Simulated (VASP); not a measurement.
Write the native input for VASP 6.6.1 that does the following.

```yaml
Task: single point
Functional: PBEsol
Potentials_or_basis: VASP PAW PBE potentials, release 64 (Ag)
Cutoff: 520 eV
k_mesh: 18 × 18 × 6
Occupations: gaussian, width 0.1 eV
Spin: no spin polarisation
Dipole_correction: no
Further_INCAR_settings: ALGO = Fast; EDIFF = 1e-06; NBANDS = 30
```

The structure of Ag lies in POSCAR:

```
Ag
1.0
    2.8674622173      0.0000000000      0.0000000000
   -1.4337311086      2.4832951246      0.0000000000
    0.0000000000      0.0000000000      9.3650804782
Ag
4
Direct
    0.0000000000      0.0000000000      0.0000000000
    0.0000000000      0.0000000000      0.5000000000
    0.3333333333      0.6666666667      0.2500000000
    0.6666666667      0.3333333333      0.7500000000
```

This isn't the form of Ag at room conditions, which is fcc.

These files were run (other wordings do the same):

INCAR

```
ALGO = Fast
EDIFF = 1E-6
ENCUT = 520
GGA = PS
ISIF = 2
ISMEAR = 0
LASPH = True
LCHARG = False
LREAL = False
LWAVE = False
NBANDS = 30
NELM = 100
PREC = Accurate
SIGMA = 0.1
```

KPOINTS

```
k-points
0
Gamma
  18 18 6
```

Potentials or basis: VASP PAW PBE potentials, release 64 (Ag).

Run with:

```console
$ cat potpaw_PBE.64/Ag/POTCAR > POTCAR
$ mpirun -np 1 vasp_std > vasp.out
```

It gave:

The pressure is -0.3 GPa and the band gap on the k mesh is zero (bands 22 and 23 overlap by 6.58 eV).

Caveat: the PAW data sets were made with another functional, which shifts forces and pressure a little.

Wall time 3.4 min on 1 thread of Intel(R) Xeon(R) Platinum 8259CL CPU @ 2.50GHz (Skylake/Cascade Lake), on a shared host, peak memory 0.35 GiB.
